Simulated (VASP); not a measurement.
# Ge: single point with LDA

Ge:

```
CELL_PARAMETERS angstrom
0.00000 2.88574 5.11566
2.63050 0.00000 5.11566
2.63050 2.88574 0.00000
ATOMIC_POSITIONS crystal
Ge 0.78187 0.78187 0.21813
Ge 0.21813 0.21813 0.78187
Ge 0.26374 0.71672 0.28328
Ge 0.72649 0.27351 0.72649
```

```json
{
  "Program": "VASP 6.6.1",
  "Task": "single point",
  "Functional": "LDA",
  "Potentials or basis": "VASP PAW LDA potentials, release 64 (Ge_d)",
  "Cutoff": "520 eV",
  "k mesh": "6 × 6 × 6",
  "Occupations": "methfessel-paxton, width 0.1 eV",
  "Spin": "no spin polarisation"
}
```

```yaml
Pressure: -4.8 GPa
Largest_force: 0.162 eV/Å
Band_gap_on_the_k_mesh: zero (bands 28 and 29 overlap by 3.22 eV)
```

Forces on the atoms (eV/Å):
```
Ge   0.000 -0.073 -0.102
Ge   0.000  0.032 -0.127
Ge   0.000  0.025  0.160
Ge   0.000  0.016  0.070
```

Stress tensor (GPa, compression positive):
```
-3.02  0.00  0.00
 0.00 -5.73  0.15
 0.00  0.15 -5.70
```

Levels at points of the mesh, in eV from the Fermi level:
```tsv
k point	band 25	band 26	band 27	band 28	band 29	band 30	band 31	band 32
(0.00, 0.00, 0.00)	-3.02	-2.35	-2.01	-1.87	-1.63	2.95	3.73	3.94
(0.50, 0.00, 0.00)	-2.07	-1.65	-0.93	0.67	0.93	1.26	2.19	2.34
(0.00, 0.00, 0.50)	-2.04	-1.69	-0.76	0.77	0.86	1.04	2.21	2.34
(0.50, 0.50, 0.00)	-2.17	-1.87	-0.26	0.41	0.93	1.06	1.97	2.65
(0.50, 0.00, 0.50)	-4.63	-4.09	-3.20	-2.69	-1.25	-0.85	3.44	4.62
(0.00, 0.50, 0.50)	-5.71	-5.23	-3.56	-2.09	-1.87	2.79	3.70	3.96
```

Run time: 2.6 min on 1 thread of AMD EPYC 9R14 (Zen 4), with other jobs on the host, peak memory 0.25 GiB.

Caveat: the cell stands under tension.
